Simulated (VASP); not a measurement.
Crystal: Mg2BeS3.

```
Mg Be S
1.0
     3.60944    0.00000    0.00000
     0.00000    3.60944    0.00000
     0.00000    0.00000    7.84260
Mg Be S
2 1 3
Direct
  0.50000 0.00000 0.26261
  0.00000 0.50000 0.73739
  0.00000 0.00000 0.00000
  0.50000 0.00000 0.62505
  0.00000 0.50000 0.37495
  0.50000 0.50000 0.00000
```

The cell was built from a structure type or drawn by symmetry, and may not be a known phase.

| Quantity | Value |
| --- | --- |
| Program | VASP 6.6.1 |
| Task | relaxation of cell and atoms |
| Functional | PBE |
| Potentials or basis | VASP PAW PBE potentials, release 64 (Mg, Be, S) |
| Cutoff | 600 eV |
| k mesh | 6 × 6 × 2 |
| Occupations | gaussian, width 0.1 eV |
| Spin | no spin polarisation |

At the start: pressure -3.9 GPa; volume 17.03 Å³/atom.

**Question.** Where does the relaxation end?

**Answer.** Over 37 steps the energy falls by 411.3 meV/atom and the volume is 22.20 Å³/atom (+30.3 %); space group P-4m2 (No. 115, to 0.1 Å) before and after.

The path:
```
step  energy change (eV)  largest force (eV/Å)  pressure (GPa)  volume (Å³)
   1              0.0000                1.7661           -3.94       102.17
   2             -0.6768                1.4000            0.54        96.02
   3             -0.9306                1.0170            7.34        90.63
   4             -1.3799                0.6665            4.65        96.11
   5             -1.7143                0.5367            2.10       104.63
   6             -1.8052                0.7407           -3.06       122.38
   7             -1.8770                0.4257           -0.45       113.77
   8             -1.8789                0.4524           -0.74       114.70
   9             -1.9390                0.4171            0.56       113.95
  10             -1.9821                0.4309            2.85       112.72
  11             -1.9996                0.4321            2.76       113.01
  12             -2.0512                0.4335            2.51       113.88
  13             -2.1499                0.4180            2.07       115.63
  14             -2.3181                0.4023            1.42       119.13
  15             -2.2404                1.1133            2.07       126.20
  16             -2.3849                0.3957            1.31       121.14
  17             -2.3951                0.3685            1.34       122.47
  18             -2.4238                0.3762            0.06       124.04
  19             -2.4285                0.3792           -0.71       125.05
  20             -2.4413                0.2672           -0.42       124.44
  21             -2.4507                0.0349            0.18       123.17
  22             -2.4508                0.0516            0.14       123.25
  23             -2.4520                0.0534            0.13       123.54
  24             -2.4545                0.0578            0.13       124.38
  25             -2.4545                0.1345            0.15       126.05
  26             -2.4553                0.0940            0.14       125.22
  27             -2.4563                0.0939            0.01       125.72
  28             -2.4576                0.0948           -0.25       126.78
  29             -2.4589                0.0859           -0.14       126.86
  30             -2.4612                0.0569            0.20       127.10
  31             -2.4613                0.0601            0.32       127.18
  32             -2.4622                0.0649            0.27       127.62
  33             -2.4639                0.0791            0.15       128.96
  34             -2.4628                0.1116           -0.05       131.64
  35             -2.4641                0.0915            0.08       129.89
  36             -2.4663                0.0535            0.02       130.85
  37             -2.4680                0.0342           -0.11       133.18
```

Final structure:
```
Mg Be S
1.0
     3.41642    0.00000    0.00000
     0.00000    3.41642    0.00000
     0.00000    0.00000   11.41004
Mg Be S
2 1 3
Direct
  0.50000 0.00000 0.40246
  0.00000 0.50000 0.59754
  0.00000 0.00000 0.00000
  0.50000 0.00000 0.63168
  0.00000 0.50000 0.36832
  0.50000 0.50000 0.00000
```

Caveat: the volume moved by over 15 % at a fixed basis, so the end points are rough.
